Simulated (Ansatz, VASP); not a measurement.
# Pb in VASP and in Ansatz

```
Pb
1.0
     3.47159    0.00000    0.00000
    -1.73580    3.00649    0.00000
     0.00000    0.00000    5.99739
Pb
2
Direct
  0.33333 0.66667 0.25000
  0.66667 0.33333 0.75000
```

Alike in both runs: task single point; functional LDA; k mesh 6 × 6 × 4; occupations methfessel-paxton of order 1, width 0.097 eV; no spin polarisation.

|  | VASP | Ansatz |
| --- | --- | --- |
| version | VASP 6.6.1 | Ansatz 0.2.0 |
| potentials or method | VASP PAW LDA potentials, release 64 (Pb_d), cutoff 520 eV | scalar-relativistic, plane waves, PAW |
| valence electrons in the cell | 28 | 28 |

Ansatz gave:

```
gap on the k mesh at the Fermi level (eV)                     : none
pressure (GPa)                                                : -2.9
traceless stress, the component that is largest in VASP (GPa) : -0.67
```

Task: What did VASP give for the same quantities?

Result: gap on the k mesh at the Fermi level (eV): none; pressure (GPa): -2.8; traceless stress, the component that is largest in VASP (GPa): -0.76.

LDA's correlation is that of Perdew and Zunger in VASP and of Perdew and Wang (1992) in Ansatz. A gap of «none» marks a metal or a gap that the smearing closes.

Spin-orbit coupling is off throughout.
